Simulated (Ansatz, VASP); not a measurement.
**Ga in VASP and in Ansatz**

File POSCAR:

```
Ga
1.0
    2.7784220849      0.0000000000      0.0000000000
    0.0000000000      3.2816087900      0.0000000000
   -1.3434310986      0.0000000000      3.9902731763
Ga
2
Direct
    0.8654037300      0.2500000000      0.2298331700
    0.1345962700      0.7500000000      0.7701668300
```

File INCAR.step1:

```
  PREC = Accurate
  ENCUT = 520
  ISMEAR = 0
  SIGMA = 0.05
  LREAL = F
  LASPH = T
  NELM = 80
  NBANDS = 20
  GGA = PE
  ALGO = Normal
  EDIFF = 1E-4
  LWAVE = T
  LCHARG = F
```

INCAR.step2

```
  PREC = Accurate
  ENCUT = 520
  EDIFF = 1E-6
  ISMEAR = 0
  SIGMA = 0.05
  LREAL = F
  LASPH = T
  NELM = 80
  ALGO = Normal
  ISIF = 2
  LWAVE = F
  LCHARG = F
  METAGGA = R2SCAN
  LMIXTAU = T
  NBANDS = 20
  ISTART = 1
```

The input KPOINTS:

```
regular mesh
0
Gamma
  12 10 8
```

Input for Ansatz:

```yaml
crystal:
  lattice:
    - [2.7784220849, 0.0, 0.0]
    - [0.0, 3.28160879, 0.0]
    - [-1.3434310986, 0.0, 3.9902731763]
  atoms:
    - { symbol: Ga, position: [0.86540373, 0.25, 0.22983317] }
    - { symbol: Ga, position: [0.13459627, 0.75, 0.77016683] }
basis:
  ecutwfc: 500
  fft_grid_basis: typed
kpoints:
  mp_grid: { grid: [12, 10, 8] }
hamiltonian:
  xc: r2scan
  pseudopotentials: { kind: paw }
scf:
  occupations: { method: gaussian, width: 0.05 }
output:
  forces: true
  stress: true
  eigenvalues: true
  bader: true
  write_density: true
  volumetric_format: npy
```

Alike in both runs: task single point; functional r2SCAN; k mesh 12 × 10 × 8; occupations gaussian, width 0.05 eV; no spin polarisation.

|  | VASP | Ansatz |
| --- | --- | --- |
| version | VASP 6.6.1 | Ansatz 0.2.0 |
| potentials or method | VASP PAW PBE potentials, release 64 (Ga_d), cutoff 520 eV | scalar-relativistic, plane waves, PAW |
| valence electrons in the cell | 26 | 26 |

```tsv
	VASP	Ansatz	Ansatz less VASP
gap on the k mesh at the Fermi level (eV)	none	none	-
pressure (GPa)	-0.2	-0.3	-0.06
traceless stress, the component that is largest in VASP (GPa)	-2.09	-2.12	-0.030
rms of the force components (eV/Å)	0.038	0.034	-0.0040
```

VASP's potentials were made for PBE, not for r2SCAN. Atom by atom the forces differ by 0.004 eV/Å (rms over components). A gap of «none» marks a metal or a gap that the smearing closes.
